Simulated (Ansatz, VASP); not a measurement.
One calculation of W2Br3, two programs

```
W Br
1.0
     4.02012    0.00000    0.00000
     0.00000    4.02012    0.00000
     0.00000    0.00000    8.38489
W Br
2 3
Direct
  0.00000 0.00000 0.65612
  0.50000 0.50000 0.54068
  0.50000 0.00000 0.86122
  0.00000 0.50000 0.86122
  0.00000 0.00000 0.35075
```

Change from the starting cell: species swapped into the Cu3Te2 type (P4mm, No. 99).

Alike in both runs: functional PBE; k mesh 4 × 4 × 4; occupations gaussian, width 0.1 eV; collinear spin.

Ansatz relaxed the structure, and its values are those at the end. VASP's run is a single point on that final structure, the one shown.

|  | VASP | Ansatz |
| --- | --- | --- |
| version | VASP 6.6.1 | Ansatz 0.2.0 |
| potentials or method | VASP PAW PBE potentials, release 64 (W_sv, Br), cutoff 520 eV | scalar-relativistic, plane waves, PAW |
| valence electrons in the cell | 49 | 49 |

```tsv
	VASP	Ansatz	Ansatz less VASP
gap on the k mesh at the Fermi level (eV)	none	none	-
pressure (GPa)	0.1	0.0	-0.09
rms of the force components (eV/Å)	0.014	0.011	-0.0029
net moment per atom (μB)	0.35	0.35	0.000
size of the moment on the site where the two differ most (μB)	0.31	0.26	-0.050
```

Site moments also hang on the region over which each program counts them. A gap of «none» marks a metal or a gap that the smearing closes. The functional is the same, so the differences come from potentials, cutoffs and numerics. Ansatz's warnings: no starting moments.

The k mesh is coarse, so the values compare programs but aren't converged. Spin-orbit coupling is off throughout.
